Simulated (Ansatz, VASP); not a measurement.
## One calculation of Os, two programs

```
Os
1.0
     0.00000    2.66219    2.66219
     2.66219    0.00000    2.66219
     2.66219    2.66219    0.00000
Os
2
Direct
  0.87500 0.87500 0.87500
  0.12500 0.12500 0.12500
```

Change from the starting cell: volume scaled by 0.88, LAPW.

Alike in both runs: task single point; functional PBE; k mesh 13 × 13 × 13; occupations fermi-dirac, width 0.08 eV; no spin polarisation.

```csv
,VASP,Ansatz
version,VASP 6.6.1,Ansatz 0.2.0
potentials or method,"VASP PAW PBE potentials, release 64 (Os), cutoff 520 eV","all-electron LAPW, scalar-relativistic"
```

|  | VASP | Ansatz | Ansatz less VASP |
| --- | --- | --- | --- |
| pressure (GPa) | 33.1 | 35.1 | +1.97 |

Both programs put the cell under a high pressure, so it lies far from rest at this level. Ansatz ran all-electron here, and VASP with PAW potentials.

Neither program's run includes spin-orbit coupling.
